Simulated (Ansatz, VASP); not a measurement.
# One calculation of TiOs, two programs

```
Ti Os
1.0
     3.08000   -0.01540   -0.01540
    -0.01540    3.08000   -0.01540
    -0.01540   -0.01540    3.08000
Ti Os
1 1
Direct
  0.50000 0.50000 0.50000
  0.00000 0.00000 0.00000
```

Change from the starting cell: equal xy, yz and zx shear strains of -1 %.

Alike in both runs: task single point; functional PBEsol; k mesh 13 × 13 × 13; occupations fermi-dirac, width 0.03 eV; no spin polarisation.

```csv
,VASP,Ansatz
version,VASP 6.6.1,Ansatz 0.2.0
potentials or method,"VASP PAW PBE potentials, release 64 (Ti_sv, Os), cutoff 520 eV","all-electron LAPW, scalar-relativistic"
```

VASP gave:

```
pressure (GPa)                                                : -4.6
traceless stress, the component that is largest in VASP (GPa) : 1.28
```

**Question.** Estimate Ansatz's values.

**Answer.** Pressure (GPa): -4.5; traceless stress, the component that is largest in VASP (GPa): 1.28.

VASP's potentials were made for PBE, not for PBEsol. Ansatz ran all-electron here, and VASP with PAW potentials.

Spin-orbit coupling is off throughout.
